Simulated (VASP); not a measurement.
# TiSi2 (P1) in VASP: notebook, part 2 of 3

VASP 6.6.1.

## 4. Single point, PBEsol

This run uses another cell than the first one, of 14.32 Å³/atom, 0.955 times its volume.

INCAR

```
PREC = Accurate
ENCUT = 520
EDIFF = 1E-7
ISMEAR = -1
SIGMA = 0.17
LREAL = Auto
LASPH = True
NELM = 60
ALGO = Normal
ISIF = 2
LWAVE = False
LCHARG = False
GGA = PS
NBANDS = 98
```

KPOINTS

```
regular mesh
0
Gamma
  3 2 2
```

POSCAR

```
TiSi2
1.0
    4.8169270000      0.0000000000      0.0000000000
    0.0000000000      8.3003470000      0.0000000000
    0.0000000000      0.0000000000      8.5934170000
Ti Si
8 16
Direct
    0.5630353128      0.4969671750      0.5102277709
    0.8029393013      0.7455110009      0.7449423204
    0.0446965462      0.0148788960      0.5194092175
    0.2855139802      0.2368334721      0.7492130313
    0.0624049316      0.5005212433      0.0223659576
    0.3207646701      0.7486554478      0.2543807661
    0.5202279379     -0.0050841248      0.0114506255
    0.7972302673      0.2896625888      0.2708584955
    0.5262898940      0.7968221088      0.5239708488
    0.5949436228      0.1749565410      0.5143588400
    0.3590463380      0.1205612247      0.2763510720
    0.3199135050      0.4200667755      0.2671579885
    0.0552011687      0.3595030425      0.5158599891
    0.0239156624      0.6753332120      0.4977880161
    0.8155199363      0.5949751257      0.2609206559
    0.8045585910      0.9050826429      0.2997759797
    0.0453401100      0.8475067368      0.0171992119
    0.0273618429      0.1616679399      0.0311866630
    0.7617512161      0.0871047921      0.7613967762
    0.7562082631      0.4049951165      0.7443953901
    0.5101385178      0.3295765828      0.0146042023
    0.5364623545      0.6687069830      0.0004189253
    0.2929045842      0.5526756893      0.7737434364
    0.3023089202      0.9044079723      0.7603029156
```

Potentials or basis: VASP PAW PBE potentials, release 64 (Ti_sv, Si).

Command:

```console
> cat potpaw_PBE.64/Ti_sv/POTCAR potpaw_PBE.64/Si/POTCAR > POTCAR
> mpirun -np 1 vasp_std > vasp.out
```

OUTCAR:

```text
PREC = Accurate
   ENCUT = 520
   EDIFF = 1E-7
   ISMEAR = -1
   LREAL = Auto
   LASPH = True
   NELM = 60
   ISIF = 2
   GGA = PS

 ion  position               nearest neighbor table
   1  0.563  0.497  0.510-  20 2.34  12 2.48   9 2.50  15 2.59  13 2.63  23 2.65  14 2.67  10 2.68
                            13 2.70   8 2.91  14 2.99
   2  0.803  0.746  0.745-   9 2.36  14 2.45  22 2.62  24 2.75  17 2.75  24 2.75  20 2.84  19 2.85
                            23 2.86  23 2.94
   3  0.045  0.015  0.519-  16 2.39  10 2.54  19 2.56  24 2.58  11 2.72  14 2.83  13 2.86   9 2.94
                            10 2.97
   4  0.286  0.237  0.749-  13 2.51  10 2.56  19 2.61  23 2.63  21 2.64  20 2.66  24 2.76  18 2.79
                            19 2.81  20 2.91
   5  0.062  0.501  0.022-  23 2.45  15 2.50  12 2.53  21 2.58  22 2.68  18 2.82  17 2.88  22 2.90
                            20 2.92  21 3.02
   6  0.321  0.749  0.254-  22 2.51   9 2.55  17 2.57  14 2.61  16 2.70  15 2.70  12 2.73  15 2.75
                            16 2.83
   7  0.520  0.995  0.011-  24 2.51  19 2.56  17 2.59  11 2.62  22 2.71  18 2.75  21 2.78  17 2.81
                            18 2.81  16 2.93
   8  0.797  0.290  0.271-  10 2.50  13 2.51  11 2.54  15 2.54  12 2.54  18 2.57  21 2.62  12 2.74
                             1 2.91
   9  0.526  0.797  0.524-   2 2.36  24 2.47   1 2.50  16 2.51   6 2.55  14 2.61  14 2.63   3 2.94
[... 9 lines left out ...]
  14  0.024  0.675  0.498-  15 2.37   2 2.45   6 2.61   9 2.61  13 2.63   9 2.63   1 2.67  16 2.77
                             3 2.83  23 2.89   1 2.99
  15  0.816  0.595  0.261-  14 2.37   5 2.50   8 2.54   1 2.59  16 2.60  22 2.68   6 2.70   6 2.75
                            12 2.79  12 2.83   9 3.14
  16  0.805  0.905  0.300-   3 2.39   9 2.51  15 2.60   6 2.70  17 2.73  14 2.77  11 2.80   6 2.83
                             7 2.93  10 3.07
  17  0.045  0.848  0.017-   6 2.57  24 2.57   7 2.59  18 2.61  16 2.73   2 2.75  22 2.80   7 2.81
                            22 2.87   5 2.88
  18  0.027  0.162  0.031-   8 2.57  17 2.61  11 2.67  21 2.71  19 2.72   7 2.75   4 2.79   7 2.81
                             5 2.82  21 2.86
  19  0.762  0.087  0.761-  10 2.38   3 2.56   7 2.56   4 2.61  20 2.64  24 2.68  18 2.72   4 2.81
                             2 2.85  24 3.01
  20  0.756  0.405  0.744-   1 2.34  13 2.46  23 2.56  19 2.64   4 2.66  21 2.68   2 2.84  10 2.86
                            23 2.87   4 2.91   5 2.92
  21  0.510  0.330  0.015-  12 2.47   5 2.58   8 2.62   4 2.64  20 2.68  18 2.71   7 2.78  22 2.82
                            18 2.86  11 2.93  23 2.97   5 3.02
  22  0.536  0.669  0.000-  23 2.47   6 2.51   2 2.62  15 2.68   5 2.68   7 2.71  17 2.80  21 2.82
                            17 2.87   5 2.90  24 3.06
  23  0.293  0.553  0.774-   5 2.45  22 2.47  20 2.56   4 2.63   1 2.65   2 2.86  20 2.87  14 2.89
                            24 2.92   2 2.94  13 2.97  21 2.97
  24  0.302  0.904  0.760-   9 2.47   7 2.51  17 2.57   3 2.58  19 2.68   2 2.75   2 2.75   4 2.76
                            23 2.92  19 3.01  22 3.06

  LATTYP: Found a simple orthorhombic cell.
 ALAT       =     4.8169270000
 B/A-ratio  =     1.7231622983
 C/A-ratio  =     1.7840039926

  Lattice vectors:

 A1 = (   4.8169270000,   0.0000000000,   0.0000000000)
 A2 = (   0.0000000000,   8.3003470000,   0.0000000000)
 A3 = (   0.0000000000,   0.0000000000,   8.5934170000)

Analysis of symmetry for initial positions (statically):
=====================================================================
 Subroutine PRICEL returns:
 Original cell was already a primitive cell.

 Routine SETGRP: Setting up the symmetry group for a
 simple orthorhombic supercell.

 Subroutine GETGRP returns: Found  1 space group operations
 (whereof  1 operations were pure point group operations)
[... 128 lines left out ...]
   dimension x,y,z NGX =    36 NGY =   64 NGZ =   64
   dimension x,y,z NGXF=    72 NGYF=  128 NGZF=  128
   ions per type =               8  16
   NGX,Y,Z   is equivalent  to a cutoff of  12.42, 12.82, 12.38 a.u.
   NGXF,Y,Z  is equivalent  to a cutoff of  24.85, 25.64, 24.76 a.u.
 SYSTEM =  unknown system
   PREC   = accura    normal or accurate (medium, high low for compatibility)
   ISTART =      0    job   : 0-new  1-cont  2-samecut
   ICHARG =      2    charge: 1-file 2-atom 10-const
   ISPIN  =      1    spin polarized calculation?
   LNONCOLLINEAR =      F non collinear calculations
   LSORBIT =      F    spin-orbit coupling
   LASPH  =      T    aspherical Exc in radial PAW
   ENCUT  =  520.0 eV  38.22 Ry    6.18 a.u.   8.96 15.43 15.98*2*pi/ulx,y,z
   NELM   =     60;   NELMIN=  2; NELMDL= -5     # of ELM steps
   EDIFF  = 0.1E-06   stopping-criterion for ELM
   LREAL  =      T    real-space projection
   EDIFFG = 0.1E-05   stopping-criterion for IOM
   NSW    =      0    number of steps for IOM
   IBRION =     -1    ionic relax: 0-MD 1-quasi-New 2-CG
   NFREE  =      0    steps in history (QN), initial steepest desc. (CG)
   ISIF   =      2    stress and relaxation
   ISYM   =      2    0-nonsym 1-usesym 2-fastsym
   POTIM  = 0.5000    time-step for ionic-motion
   TEBEG  =    0.0;   TEEND  =   0.0 temperature during run
   PSTRESS=    0.0 pullay stress
   NELECT =     160.0000    total number of electrons
   NUPDOWN=      -1.0000    fix difference up-down
   EMIN   =  10.00;   EMAX   =-10.00  energy-range for DOS
   EFERMI =   0.00;   METHOD = LEGACY
   ISMEAR =    -1;   SIGMA  =   0.17  broadening in eV -4-tet -1-fermi 0-gaus
   EFERMI_NEDOS =   21; number of points for ismear=-14 and -15
   IALGO  =     38    algorithm
   IMIX   =      4    mixing-type and parameters
     AMIX     =   0.40;   BMIX     =  1.00
     AMIX_MAG =   1.60;   BMIX_MAG =  1.00
  volume/ion in A,a.u.               =      14.32        96.61
  Fermi-wavevector in a.u.,A,eV,Ry     =   1.268929  2.397929 21.907850  1.610182
  Thomas-Fermi vector in A             =   2.401998
   LORBIT       =      0    0 simple, 1 ext, 2 COOP (PROOUT), +10 PAW based schemes
   GGA     = PS    functional components
   LHFCALC =     F    Hartree Fock is set to
   AEXX    =    0.0000 exact exchange contribution
   IVDW    =     0    specifies the selected vdW correction
   LEPSILON=     F    determine dielectric tensor
   LRPA    =     F    only Hartree local field effects (RPA)
 non-spin polarized calculation
  energy-cutoff  :      520.00
  volume of cell :      343.58
 maximum number of plane-waves:      9284
 NGX is ok and might be reduce to    36
   NGX = 17   NGY = 31   NGZ = 31

 number of electron     160.0000005 magnetization

 Free energy of the ion-electron system (eV)
  ---------------------------------------------------
  ext. energy  EPLUGINS =         0.00000000
  ---------------------------------------------------
  free energy    TOTEN  =      -171.35408951 eV

  energy without entropy =     -170.39107677  energy(sigma->0) =     -170.87258314

 E-fermi :   9.8214     XC(G=0): -11.6932

 val. band max:        9.7958325538   @ k =   0.3333   0.5000   0.0000
 cond. band min:       9.8534452843   @ k =   0.3333   0.0000   0.5000
 fundamental gap:      0.0576127305
 Fermi energy:         9.8214476646

 k-point     1 :       0.0000    0.0000    0.0000
  band No.  band energies     occupation
      1     -46.2866      2.00000
      2     -46.2655      2.00000
      3     -46.2620      2.00000
      4     -46.2541      2.00000
      5     -46.2394      2.00000
      6     -46.2021      2.00000
[... 749 lines left out ...]
     91      11.7455      0.00002
     92      11.8904      0.00001
 [bands above 92 left out]

------------------------ aborting loop because EDIFF is reached ----------------------------------------

  FORCE on cell =-STRESS in cart. coord.  units (eV):
  Direction    XX          YY          ZZ          XY          YZ          ZX
  --------------------------------------------------------------------------------------
  -------------------------------------------------------------------------------------
  Total       -0.2093733     -1.4848413     -1.4271068     -2.6521063      0.3965014      3.1893257
  in kB       -0.9763368     -6.9240219     -6.6547976    -12.3671411      1.8489411     14.8722698
  external PRESSURE =      -4.8517188 kB  Pullay stress =       0.0000000 kB

 VOLUME and BASIS-vectors are now :
 -----------------------------------------------------------------------------
  energy-cutoff  :      520.00
  volume of cell :      343.58
      direct lattice vectors                 reciprocal lattice vectors
     4.816927000  0.000000000  0.000000000     0.207601236  0.000000000  0.000000000
     0.000000000  8.300347000  0.000000000     0.000000000  0.120476891  0.000000000
     0.000000000  0.000000000  8.593417000     0.000000000  0.000000000  0.116368146

 POSITION                                       TOTAL-FORCE (eV/Angst)
 -----------------------------------------------------------------------------------
      2.71210      4.12500      4.38460        -1.015616      0.440514     -0.545468
      3.86770      6.18800      6.40160         0.217692     -0.089629      2.599209
      0.21530      0.12350      4.46350         1.527245     -0.460612      0.373882
      1.37530      1.96580      6.43830        -0.248850      0.191452      1.354763
      0.30060      4.15450      0.19220        -1.584584     -0.104618     -0.643838
      1.54510      6.21410      2.18600        -0.696629      0.621672      0.650726
[... 16 lines left out ...]
      1.41090      4.58740      6.64910        -0.165090      1.070913     -1.138962
      1.45620      7.50690      6.53360        -0.385081      0.139648     -0.049667
 -----------------------------------------------------------------------------------
    total drift:                                0.018375     -0.016623     -0.014524

  FREE ENERGIE OF THE ION-ELECTRON SYSTEM (eV)
  ---------------------------------------------------
  free  energy   TOTEN  =      -171.3540895124 eV

  energy  without entropy=     -170.3910767712  energy(sigma->0) =     -170.87258314
```

Wall time 11 min (1 thread of Oxide Virtual Turin-like, shared host); peak memory 0.42 GiB.

Results:

```
Free energy            : -171.3541 eV
Pressure               : -0.5 GPa
Largest force          : 2.831 eV/Å
Band gap on the k mesh : zero (band 80 reaches 10.21 eV, above the bottom of band 81 at 9.31 eV)
```

Forces in eV/Å, atoms in the order of the input:
```
Ti  -1.016  0.441 -0.545
Ti   0.218 -0.090  2.599
Ti   1.527 -0.461  0.374
Ti  -0.249  0.191  1.355
Ti  -1.585 -0.105 -0.644
Ti  -0.697  0.622  0.651
Ti   1.328  0.572  0.731
Ti   1.093 -2.199 -0.953
Si  -0.726  1.879 -0.873
Si  -1.090 -0.070  0.195
Si  -1.635 -1.442 -0.526
Si  -0.874  0.581 -0.288
Si   0.339 -0.502 -0.056
Si   1.264 -0.003  0.384
Si  -0.475  0.468 -0.736
Si  -0.651  0.370 -2.117
Si  -0.564 -0.182 -0.305
Si   0.265 -0.239 -0.690
Si   1.018 -0.470  0.620
Si   1.584 -0.329  2.324
Si   0.856 -0.076 -0.478
Si   0.620 -0.168  0.166
Si  -0.165  1.071 -1.139
Si  -0.385  0.140 -0.050
```

Stress tensor (GPa, compression positive):
```
-0.10 -1.24  1.49
-1.24 -0.69  0.18
 1.49  0.18 -0.67
```

Caveat: the k points lie up to 0.43 Å⁻¹ apart; the PAW data sets were made with another functional, which shifts forces and pressure a little.

[end of part 2 of 3]
